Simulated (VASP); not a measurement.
# Sb (Fd-3m) in VASP: further runs

Sb is run at these levels: r2SCAN; tasks: single point.

All numbers are computed with VASP 6.6.1; they aren't measurements. Logs are shortened: lines on timing, memory, paths and dates and some standing lists are left out, and cuts for length are marked.

## Step 1: The cell of the first run

It takes space group Fd-3m (No. 227, cubic). The conventional cell has a = 7.040 Å, b = 7.040 Å, c = 7.040 Å, α = 90.00°, β = 90.00°, γ = 90.00°. Within 4.0 Å of Sb (site symmetry -43m) lie 4 Sb at 3.05 Å.

This isn't the form of Sb at room conditions, which is rhombohedral.

## Step 2: Single point, r2SCAN (43.61 Å³/atom)

POSCAR

```
Sb
1.0
    0.0000000000      3.5198475176      3.5198475176
    3.5198475176      0.0000000000      3.5198475176
    3.5198475176      3.5198475176      0.0000000000
Sb
2
Direct
    0.1250000000      0.1250000000      0.1250000000
    0.8750000000      0.8750000000      0.8750000000
```

INCAR.step1

```
SYSTEM = Sb
PREC = Accurate
ENCUT = 550
ISMEAR = -1
SIGMA = 0.1
LREAL = .FALSE.
LASPH = .TRUE.
NELM = 120
NBANDS = 12
GGA = PE
ALGO = Normal
EDIFF = 1E-5
LWAVE = .TRUE.
LCHARG = .FALSE.
GGA_COMPAT = .FALSE.
```

INCAR.step2

```
SYSTEM = Sb
PREC = Accurate
ENCUT = 550
EDIFF = 1E-6
ISMEAR = -1
SIGMA = 0.1
LREAL = .FALSE.
LASPH = .TRUE.
NELM = 120
ALGO = Normal
ISIF = 2
LWAVE = .FALSE.
LCHARG = .FALSE.
METAGGA = R2SCAN
LMIXTAU = .TRUE.
NBANDS = 12
ISTART = 1
GGA_COMPAT = .FALSE.
```

KPOINTS

```
Automatic mesh
0
G
  9 9 9
  0 0 0
```

Potentials or basis: VASP PAW PBE potentials, release 64 (Sb).

Started as:

```sh
> cat potpaw_PBE.64/Sb/POTCAR > POTCAR
> cp INCAR.step1 INCAR
> mpirun -np 1 vasp_std > vasp.out
> cp INCAR.step2 INCAR
> mpirun -np 1 vasp_std > vasp.out
```

OUTCAR:

```text
SYSTEM = Sb
   PREC = Accurate
   ENCUT = 550
   EDIFF = 1E-6
   ISMEAR = -1
   LREAL = .FALSE.
   LASPH = .TRUE.
   NELM = 120
   ISIF = 2
   METAGGA = R2SCAN
   ISTART = 1

 ion  position               nearest neighbor table
   1  0.125  0.125  0.125-   2 3.05   2 3.05   2 3.05   2 3.05
   2  0.875  0.875  0.875-   1 3.05   1 3.05   1 3.05   1 3.05

  LATTYP: Found a face centered cubic cell.
 ALAT       =     7.0396950352

  Lattice vectors:

 A1 = (   0.0000000000,   3.5198475176,   3.5198475176)
 A2 = (   3.5198475176,   0.0000000000,   3.5198475176)
 A3 = (   3.5198475176,   3.5198475176,   0.0000000000)

Analysis of symmetry for initial positions (statically):
=====================================================================
 Subroutine PRICEL returns:
 Original cell was already a primitive cell.

 Routine SETGRP: Setting up the symmetry group for a
 face centered cubic supercell.

 Subroutine GETGRP returns: Found 48 space group operations
 (whereof 12 operations were pure point group operations)
 out of a pool of 48 trial point group operations.

The static configuration has the point symmetry D_3d.
 The point group associated with its full space group is O_h .

Analysis of symmetry for dynamics (positions and initial velocities):
=====================================================================
 Subroutine PRICEL returns:
 Original cell was already a primitive cell.

 Routine SETGRP: Setting up the symmetry group for a
 face centered cubic supercell.

 Subroutine GETGRP returns: Found 48 space group operations
 (whereof 12 operations were pure point group operations)
 out of a pool of 48 trial point group operations.

The dynamic configuration has the point symmetry D_3d.
 The point group associated with its full space group is O_h .

 Subroutine INISYM returns: Found 48 space group operations
 (whereof 12 operations are pure point group operations),
 and found     1 'primitive' translations

----------------------------------------------------------------------------------------

                                     Primitive cell

  volume of cell :      87.2171

  direct lattice vectors                    reciprocal lattice vectors
     0.000000000  3.519847518  3.519847518    -0.142051608  0.142051608  0.142051608
     3.519847518  0.000000000  3.519847518     0.142051608 -0.142051608  0.142051608
     3.519847518  3.519847518  0.000000000     0.142051608  0.142051608 -0.142051608

  length of vectors
     4.977816097  4.977816097  4.977816097     0.246040602  0.246040602  0.246040602

  position of ions in fractional coordinates (direct lattice)
     0.125000000  0.125000000  0.125000000
     0.875000000  0.875000000  0.875000000

  ion indices of the primitive-cell ions
   primitive index   ion index
                 1           1
                 2           2

----------------------------------------------------------------------------------------

 KPOINTS: Automatic mesh

Automatic generation of k-mesh.
 Grid dimensions read from file:
 generate k-points for:    9    9    9

 Generating k-lattice:

  Cartesian coordinates                     Fractional coordinates (reciprocal lattice)
    -0.015783512  0.015783512  0.015783512     0.111111111  0.000000000  0.000000000
     0.015783512 -0.015783512  0.015783512     0.000000000  0.111111111  0.000000000
     0.015783512  0.015783512 -0.015783512     0.000000000  0.000000000  0.111111111

  Length of vectors
     0.027337845  0.027337845  0.027337845

  Shift w.r.t. Gamma in fractional coordinates (k-lattice)
     0.000000000  0.000000000  0.000000000

 Subroutine IBZKPT returns following result:
 ===========================================

 Found     35 irreducible k-points:

 Following reciprocal coordinates:
            Coordinates               Weight
  0.000000  0.000000  0.000000      1.000000
  0.111111  0.000000  0.000000      8.000000
  0.222222  0.000000  0.000000      8.000000
  0.333333  0.000000  0.000000      8.000000
  0.444444  0.000000  0.000000      8.000000
  0.111111  0.111111  0.000000      6.000000
[... 16 lines left out ...]
 -0.333333  0.333333  0.000000     12.000000
  0.444444  0.444444  0.000000      6.000000
 [... further k-points ...]
   k-points           NKPTS =     35   k-points in BZ     NKDIM =     35   number of bands    NBANDS=     12
   number of dos      NEDOS =    301   number of ions     NIONS =      2
   total plane-waves  NPLWV =  64000
   dimension x,y,z NGX =    40 NGY =   40 NGZ =   40
   dimension x,y,z NGXF=    80 NGYF=   80 NGZF=   80
   ions per type =               2
   NGX,Y,Z   is equivalent  to a cutoff of  13.36, 13.36, 13.36 a.u.
   NGXF,Y,Z  is equivalent  to a cutoff of  26.72, 26.72, 26.72 a.u.
 SYSTEM =  Sb
   PREC   = accura    normal or accurate (medium, high low for compatibility)
   ISTART =      1    job   : 0-new  1-cont  2-samecut
   ICHARG =      0    charge: 1-file 2-atom 10-const
   ISPIN  =      1    spin polarized calculation?
   LNONCOLLINEAR =      F non collinear calculations
   LSORBIT =      F    spin-orbit coupling
   LASPH  =      T    aspherical Exc in radial PAW
   ENCUT  =  550.0 eV  40.42 Ry    6.36 a.u.   9.52  9.52  9.52*2*pi/ulx,y,z
   NELM   =    120;   NELMIN=  2; NELMDL=  0     # of ELM steps
   EDIFF  = 0.1E-05   stopping-criterion for ELM
   LREAL  =      F    real-space projection
   EDIFFG = 0.1E-04   stopping-criterion for IOM
   NSW    =      0    number of steps for IOM
   IBRION =     -1    ionic relax: 0-MD 1-quasi-New 2-CG
   NFREE  =      0    steps in history (QN), initial steepest desc. (CG)
   ISIF   =      2    stress and relaxation
   ISYM   =      2    0-nonsym 1-usesym 2-fastsym
   POTIM  = 0.5000    time-step for ionic-motion
   TEBEG  =    0.0;   TEEND  =   0.0 temperature during run
   PSTRESS=    0.0 pullay stress
   NELECT =      10.0000    total number of electrons
   NUPDOWN=      -1.0000    fix difference up-down
   EMIN   =  10.00;   EMAX   =-10.00  energy-range for DOS
   EFERMI =   0.00;   METHOD = LEGACY
   ISMEAR =    -1;   SIGMA  =   0.10  broadening in eV -4-tet -1-fermi 0-gaus
   EFERMI_NEDOS =   21; number of points for ismear=-14 and -15
   IALGO  =     38    algorithm
   IMIX   =      4    mixing-type and parameters
     AMIX     =   0.40;   BMIX     =  1.00
     AMIX_MAG =   1.60;   BMIX_MAG =  1.00
  volume/ion in A,a.u.               =      43.61       294.28
  Fermi-wavevector in a.u.,A,eV,Ry     =   0.795318  1.502934  8.606110  0.632531
  Thomas-Fermi vector in A             =   1.901623
   LORBIT       =      0    0 simple, 1 ext, 2 COOP (PROOUT), +10 PAW based schemes
   METAGGA = R2SCAN    functional components
   LHFCALC =     F    Hartree Fock is set to
   AEXX    =    0.0000 exact exchange contribution
   IVDW    =     0    specifies the selected vdW correction
   LEPSILON=     F    determine dielectric tensor
   LRPA    =     F    only Hartree local field effects (RPA)
 non-spin polarized calculation
  energy-cutoff  :      550.00
  volume of cell :       87.22
 maximum number of plane-waves:      2637
 NGX is ok and might be reduce to    40
   NGX = 19   NGY = 19   NGZ = 19

 number of electron      10.0000000 magnetization

 Free energy of the ion-electron system (eV)
  ---------------------------------------------------
  ext. energy  EPLUGINS =         0.00000000
  ---------------------------------------------------
  free energy    TOTEN  =       -50.63609797 eV

  energy without entropy =      -50.58941690  energy(sigma->0) =      -50.61275744

 E-fermi :   3.5972     XC(G=0):  -8.1982

 val. band max:        3.5925781937   @ k =  -0.4444   0.4444   0.0000
 cond. band min:       3.6027808655   @ k =  -0.4444   0.4444   0.1111
 fundamental gap:      0.0102026718
 Fermi energy:         3.5972429583

 k-point     1 :       0.0000    0.0000    0.0000
  band No.  band energies     occupation
      1      -8.2767      2.00000
      2      -1.9269      2.00000
      3       1.7031      2.00000
      4       1.7031      2.00000
      5       1.7031      2.00000
      6       4.1223      0.01044
      7       4.1223      0.01044
      8       4.1223      0.01044
      9       7.8517      0.00000
     10      10.2622      0.00000
     11      10.2622      0.00000
     12      11.5268      0.00000

 k-point     2 :       0.1111    0.0000    0.0000
  band No.  band energies     occupation
      1      -8.1898      2.00000
      2      -2.3022      2.00000
      3       1.5721      2.00000
      4       1.5721      2.00000
      5       1.7401      2.00000
      6       4.3147      0.00153
      7       4.3147      0.00153
      8       4.3626      0.00095
      9       8.2528      0.00000
     10       9.8992      0.00000
     11       9.8992      0.00000
     12      11.1723      0.00000

 k-point     3 :       0.2222    0.0000    0.0000
  band No.  band energies     occupation
      1      -7.9406      2.00000
      2      -3.1345      2.00000
      3       1.3051      2.00000
      4       1.3051      2.00000
      5       1.6580      2.00000
      6       4.7144      0.00003
      7       4.7144      0.00003
      8       5.1624      0.00000
      9       9.0173      0.00000
     10       9.6341      0.00000
     11       9.6341      0.00000
     12      10.9334      0.00000
[... 286 lines left out ...]
 k-point    23 :      -0.3333    0.3333    0.0000
  band No.  band energies     occupation
      1      -6.6422      2.00000
      2      -5.3770      2.00000
      3      -0.4703      2.00000
      4       0.4722      2.00000
      5       3.0966      1.98670
      6       5.4028      0.00000
      7       6.4457      0.00000
      8       6.4577      0.00000
      9       8.4063      0.00000
     10       9.9643      0.00000
     11      11.4937      0.00000
     12      13.1410      0.00000

 k-point    24 :       0.4444    0.4444    0.0000
  band No.  band energies     occupation
      1      -6.4913      2.00000
      2      -5.5653      2.00000
      3       0.0975      2.00000
      4       0.0975      2.00000
      5       3.1334      1.98084
      6       3.2534      1.93778
      7       7.6906      0.00000
      8       7.6906      0.00000
      9       9.3476      0.00000
     10      10.5937      0.00000
     11      12.3354      0.00000
     12      12.3357      0.00000

 [... further k-points ...]
[... 5 lines left out ...]
  --------------------------------------------------------------------------------------
  -------------------------------------------------------------------------------------
  Total       -0.6748870     -0.6748870     -0.6748870     -0.0000000      0.0000000      0.0000000
  in kB      -12.3976702    -12.3976702    -12.3976702     -0.0000000      0.0000000      0.0000000
  external PRESSURE =     -12.3976702 kB  Pullay stress =       0.0000000 kB

 VOLUME and BASIS-vectors are now :
 -----------------------------------------------------------------------------
  energy-cutoff  :      550.00
  volume of cell :       87.22
      direct lattice vectors                 reciprocal lattice vectors
     0.000000000  3.519847518  3.519847518    -0.142051608  0.142051608  0.142051608
     3.519847518  0.000000000  3.519847518     0.142051608 -0.142051608  0.142051608
     3.519847518  3.519847518  0.000000000     0.142051608  0.142051608 -0.142051608

 POSITION                                       TOTAL-FORCE (eV/Angst)
 -----------------------------------------------------------------------------------
      0.87996      0.87996      0.87996        -0.000000      0.000000     -0.000000
      6.15973      6.15973      6.15973         0.000000     -0.000000      0.000000
 -----------------------------------------------------------------------------------
    total drift:                                0.000000      0.000000     -0.000000

  FREE ENERGIE OF THE ION-ELECTRON SYSTEM (eV)
  ---------------------------------------------------
  free  energy   TOTEN  =       -50.6360979749 eV

  energy  without entropy=      -50.5894168968  energy(sigma->0) =      -50.61275744
```

It took 84 s on 1 thread of AMD EPYC 9R45 (Zen 5), shared host; peak memory 0.23 GiB.

Results:

```
Free energy            : -50.6361 eV
Pressure               : -1.2 GPa
Band gap on the k mesh : zero (bands 5 and 6 overlap by 0.77 eV)
```

Levels at points of the mesh, in eV from the Fermi level:
| k point | band 1 | band 2 | band 3 | band 4 | band 5 | band 6 | band 7 | band 8 | band 9 | band 10 |
| --- | --- | --- | --- | --- | --- | --- | --- | --- | --- | --- |
| (0.00, 0.00, 0.00) | -11.87 | -5.52 | -1.89 | -1.89 | -1.89 | 0.53 | 0.53 | 0.53 | 4.25 | 6.66 |

Caveat: the PAW data sets were made with another functional, which shifts forces and pressure a little; spin-orbit coupling is left out, which moves the levels of the heavy elements.

## Step 3: Single point, r2SCAN (45.29 Å³/atom)

This run uses another cell than the first one, of 45.29 Å³/atom.

POSCAR

```
Sb
1.0
    0.0000000000      3.5644072798      3.5644072798
    3.5644072798      0.0000000000      3.5644072798
    3.5644072798      3.5644072798      0.0000000000
Sb
2
Direct
    0.1250000000      0.1250000000      0.1250000000
    0.8750000000      0.8750000000      0.8750000000
```

INCAR.step1 is that of step 2.

INCAR.step2, as its differences from that of step 2:

```diff
@@ -12,5 +12,7 @@
 LWAVE = .FALSE.
-LCHARG = .FALSE.
+LCHARG = .TRUE.
 METAGGA = R2SCAN
 LMIXTAU = .TRUE.
+LELF = .TRUE.
+LVHAR = .TRUE.
 NBANDS = 12
```

KPOINTS

```
regular mesh
0
G
  9 9 9
  0 0 0
```

Potentials or basis: VASP PAW PBE potentials, release 64 (Sb).

Started as:

```sh
> cat potpaw_PBE.64/Sb/POTCAR > POTCAR
> cp INCAR.step1 INCAR
> mpirun -np 1 vasp_std > vasp.out
> cp INCAR.step2 INCAR
> mpirun -np 1 vasp_std > vasp.out
```

Wall time 84 s (1 thread of AMD EPYC 9R45 (Zen 5), shared host); peak memory 0.23 GiB.

The run converged. Its results:

- Free energy: -50.5992 eV
- Pressure: -2.3 GPa
- Band gap on the k mesh: zero (bands 5 and 6 overlap by 0.69 eV)

Levels at points of the mesh, in eV from the Fermi level:
```tsv
k point	band 3	band 4	band 5	band 6	band 7	band 8
(0.00, 0.00, 0.00)	-1.83	-1.83	-1.83	0.55	0.55	0.55
```

Caveat: the PAW data sets were made with another functional, which shifts forces and pressure a little; spin-orbit coupling is left out, which moves the levels of the heavy elements.

## Step 4: Single point, r2SCAN (46.96 Å³/atom)

This run uses another cell than the first one, of 46.96 Å³/atom.

POSCAR

```
Sb
1.0
    0.0000000000      3.6078799457      3.6078799457
    3.6078799457      0.0000000000      3.6078799457
    3.6078799457      3.6078799457      0.0000000000
Sb
2
Direct
    0.1250000000      0.1250000000      0.1250000000
    0.8750000000      0.8750000000      0.8750000000
```

INCAR.step1

```
SYSTEM = Sb
ALGO     = Normal         ! electronic algorithm
EDIFF    = 1E-5           ! SCF threshold, eV
ENCUT    = 550            ! plane-wave cutoff, eV
GGA      = PE             ! functional
GGA_COMPAT= .False.      
ISMEAR   = -1             ! smearing method
LASPH    = .True.         ! aspherical terms in the spheres
LCHARG   = .False.        ! write CHGCAR
LREAL    = .False.        ! projectors in reciprocal space
LWAVE    = .True.         ! write WAVECAR
NBANDS   = 12             ! bands
NELM     = 120            ! most SCF steps
PREC     = Accurate       ! precision mode
SIGMA    = 0.1            ! smearing width, eV
```

INCAR.step2

```
SYSTEM = Sb
ALGO     = Normal         ! electronic algorithm
EDIFF    = 1E-6           ! SCF threshold, eV
ENCUT    = 550            ! plane-wave cutoff, eV
GGA_COMPAT= .False.      
ISIF     = 2              ! what is computed and relaxed
ISMEAR   = -1             ! smearing method
ISTART   = 1            
LASPH    = .True.         ! aspherical terms in the spheres
LCHARG   = .True.         ! write CHGCAR
LELF     = .True.         ! ELF
LMIXTAU  = .True.       
LREAL    = .False.        ! projectors in reciprocal space
LVHAR    = .True.       
LWAVE    = .False.        ! write WAVECAR
METAGGA  = R2SCAN         ! meta-GGA
NBANDS   = 12             ! bands
NELM     = 120            ! most SCF steps
PREC     = Accurate       ! precision mode
SIGMA    = 0.1            ! smearing width, eV
```

KPOINTS

```
k-points
0
Gamma
  9 9 9
  0 0 0
```

Started as:

```sh
> cat potpaw_PBE.64/Sb/POTCAR > POTCAR
> cp INCAR.step1 INCAR
> mpirun -np 1 vasp_std > vasp.out
> cp INCAR.step2 INCAR
> mpirun -np 1 vasp_std > vasp.out
```

Wall time 77 s (1 thread of AMD EPYC 9R45 (Zen 5), shared host); peak memory 0.23 GiB.

The run converged. Its results:

* Free energy: -50.5431 eV
* Pressure: -3.1 GPa
* Band gap on the k mesh: zero (bands 5 and 6 overlap by 0.62 eV)

Levels at points of the mesh, in eV from the Fermi level:
```
           k point  band 2  band 3  band 4  band 5  band 6  band 7  band 8  band 9
(0.00, 0.00, 0.00)   -5.85   -1.76   -1.76   -1.76    0.57    0.57    0.57    4.23
```

Caveat: the cell stands under tension; the PAW data sets were made with another functional, which shifts forces and pressure a little; spin-orbit coupling is left out, which moves the levels of the heavy elements.

(Part 1 of 2 ends here.)
